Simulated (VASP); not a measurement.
The system is TaPt2N3.

```
CELL_PARAMETERS angstrom
2.30207 -3.86611 0.00000
2.30207 3.86611 0.00000
0.00000 0.00000 3.57204
ATOMIC_POSITIONS crystal
Ta 0.00000 0.00000 0.00000
Pt 0.50000 0.00000 0.50000
Pt 0.00000 0.50000 0.50000
N 0.66109 0.33891 0.00000
N 0.33891 0.66109 0.00000
N 0.50000 0.50000 0.50000
```

* Program: VASP 6.6.1
* Task: relaxation of cell and atoms
* Functional: PBEsol
* Potentials or basis: VASP PAW PBE potentials, release 64 (Ta_pv, Pt, N)
* Cutoff: 600 eV
* k mesh: 6 × 6 × 6
* Occupations: fermi-dirac, width 0.03 eV
* Spin: no spin polarisation

At the start: pressure 33.3 GPa; volume 10.60 Å³/atom.

Task: How do energy, volume and symmetry change on relaxing?

Result: Over 36 steps the energy falls by 548.0 meV/atom and the volume is 12.00 Å³/atom (+13.2 %); space group Cmmm (No. 65, to 0.1 Å) before and after.

Step by step:
```tsv
step	energy change (eV)	largest force (eV/Å)	pressure (GPa)	volume (Å³)
1	0.0000	1.3784	33.35	63.58
2	0.2710	2.2449	-33.55	85.43
3	-1.2293	1.7856	-10.20	72.64
4	-1.2328	1.7684	-8.72	72.21
5	-2.1549	2.1647	-1.96	69.65
6	-2.6118	0.6256	22.93	65.57
7	-2.6545	1.7671	11.40	67.00
8	-2.6767	1.4973	15.50	66.43
9	-2.9194	0.3943	12.66	68.76
10	-2.9248	0.1254	12.84	68.53
11	-3.0858	0.7287	-0.67	71.75
12	-3.0866	0.7896	-1.62	72.02
13	-3.1324	0.5996	-1.59	72.13
14	-3.2340	0.0279	-1.09	72.41
15	-3.1439	1.4584	2.47	72.79
16	-3.2553	0.4084	-0.39	72.54
17	-3.2562	0.4921	-0.23	72.56
18	-3.2685	0.0970	-1.21	72.52
19	-3.2691	0.1647	-1.05	72.53
20	-3.2725	0.1876	0.55	71.98
21	-3.2725	0.1904	0.74	71.91
22	-3.2753	0.0652	0.44	71.89
23	-3.2767	0.1131	-0.01	71.86
24	-3.2791	0.0917	0.11	71.84
25	-3.2833	0.0192	0.42	71.76
26	-3.2834	0.0059	0.58	71.74
27	-3.2855	0.0462	-0.12	71.95
28	-3.2857	0.0709	-0.42	72.05
29	-3.2875	0.0283	0.14	71.91
30	-3.2877	0.0108	0.36	71.86
31	-3.2877	0.0076	0.41	71.85
32	-3.2878	0.0550	-0.19	72.02
33	-3.2879	0.0381	0.02	71.96
34	-3.2879	0.0403	-0.01	71.96
35	-3.2880	0.0196	0.01	71.98
36	-3.2880	0.0008	0.03	72.00
```

Final structure:
```
Ta Pt N
1.0
     2.56628   -3.32904    0.00000
     2.56628    3.32904    0.00000
     0.00000    0.00000    4.21376
Ta Pt N
1 2 3
Direct
  0.00000 0.00000 0.00000
  0.50000 0.00000 0.50000
  0.00000 0.50000 0.50000
  0.70127 0.29873 0.00000
  0.29873 0.70127 0.00000
  0.50000 0.50000 0.50000
```

Caveat: a cell axis changed by over 15 % at a fixed basis, so the end point is rough; the PAW data sets were made with another functional, which shifts forces and pressure a little.
